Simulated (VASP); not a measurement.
SrTe:

```xyz
2
Lattice="0.0000 3.3527 3.3527 3.3527 0.0000 3.3527 3.3527 3.3527 0.0000" Properties=species:S:1:pos:R:3 pbc="T T T"
Sr    0.0000    0.0000    0.0000
Te    3.3527    3.3527    3.3527
```

Base run:

```yaml
Program: VASP 6.6.1
Functional: PBE0
Potentials_or_basis: VASP PAW PBE potentials, release 64 (Sr_sv, Te)
Cutoff: 400 eV
k_mesh: 4 × 4 × 4
Occupations: gaussian, width 0.01 eV
Spin: no spin polarisation
```

Its results: band gap on the k mesh 3.18 eV (least direct gap 4.01 eV); pressure -0.2 GPa.

Q: The run is repeated on the same cell with these changes: functional from PBE0 to HSE06. What comes out?

A: Band gap on the k mesh 2.49 eV (least direct gap 3.30 eV); pressure -0.1 GPa.

Caveats: the PAW data sets were made with another functional, which shifts forces and pressure a little; spin-orbit coupling is left out, which moves the levels of the heavy elements.

A k mesh can miss the band edges.
